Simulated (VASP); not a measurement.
A run of VASP 6.6.1:

INCAR

```
  PREC = Accurate
  ENCUT = 520
  EDIFF = 1E-6
  ISMEAR = 0
  SIGMA = 0.02
  LREAL = F
  LASPH = T
  NELM = 60
  ALGO = Normal
  ISIF = 2
  LWAVE = F
  LCHARG = T
  GGA = PE
  LELF = T
  LVHAR = T
  NBANDS = 34
```

The input KPOINTS:

```
regular mesh
0
Gamma
  6 6 4
```

The input POSCAR:

```
SiO2
1.0
    4.9323267355      0.0000000000      0.0000000000
   -2.4661633677      4.2715202527      0.0000000000
    0.0000000000      0.0000000000      5.5107698405
Si O
3 6
Direct
    0.0000000000      0.5000000000      0.3333333333
    0.5000000000      0.5000000000      0.6666666667
    0.5000000000      0.0000000000      0.0000000000
    0.5988077031      0.7994038515      0.8333333333
    0.7994038515      0.5988077031      0.5000000000
    0.7994038515      0.2005961485      0.1666666667
    0.4011922969      0.2005961485      0.8333333333
    0.2005961485      0.4011922969      0.5000000000
    0.2005961485      0.7994038515      0.1666666667
```

Potentials or basis: VASP PAW PBE potentials, release 64 (Si, O).

The run is started by

```console
$ cat potpaw_PBE.64/Si/POTCAR potpaw_PBE.64/O/POTCAR > POTCAR
$ mpirun -np 1 vasp_std > vasp.out
```

Hardware: 1 thread of Intel(R) Xeon(R) Platinum 8259CL CPU @ 2.50GHz (Skylake/Cascade Lake), on a shared host.

Task: How long does it take, and how much memory?

Result: It took 100 s on 1 thread of Intel(R) Xeon(R) Platinum 8259CL CPU @ 2.50GHz (Skylake/Cascade Lake), on a shared host, peak memory 0.26 GiB. Counts: scf iterations 14, k points 21.
